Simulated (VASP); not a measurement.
The system is CdS.

```
Cd S
1.0
     3.84104    0.00000    0.00000
    -1.92052    3.32644    0.00000
     0.00000    0.00000    6.44527
Cd S
2 2
Direct
  0.00000 0.00000 0.00000
  0.00000 0.00000 0.50000
  0.33333 0.66667 0.25000
  0.66667 0.33333 0.75000
```

Base run:

```yaml
Program: VASP 6.6.1
Functional: r2SCAN
Potentials_or_basis: VASP PAW PBE potentials, release 64 (Cd, S)
Cutoff: 520 eV
k_mesh: 6 × 6 × 4
Occupations: gaussian, width 0.01 eV
Spin: no spin polarisation
```

Its results: band gap on the k mesh 1.24 eV, direct; pressure 0.5 GPa.

Question: The run is repeated on the same cell with these changes: functional from r2SCAN to PBE; further incar settings from ALGO = Normal; EDIFF = 1e-06; NBANDS = 26 to ALGO = Normal; EDIFF = 1e-07; NBANDS = 26. What comes out?

Answer: Band gap on the k mesh 0.63 eV, direct; pressure 2.2 GPa.

Caveats: the PAW data sets were made with another functional, which shifts forces and pressure a little (some runs).

A k mesh can miss the band edges.
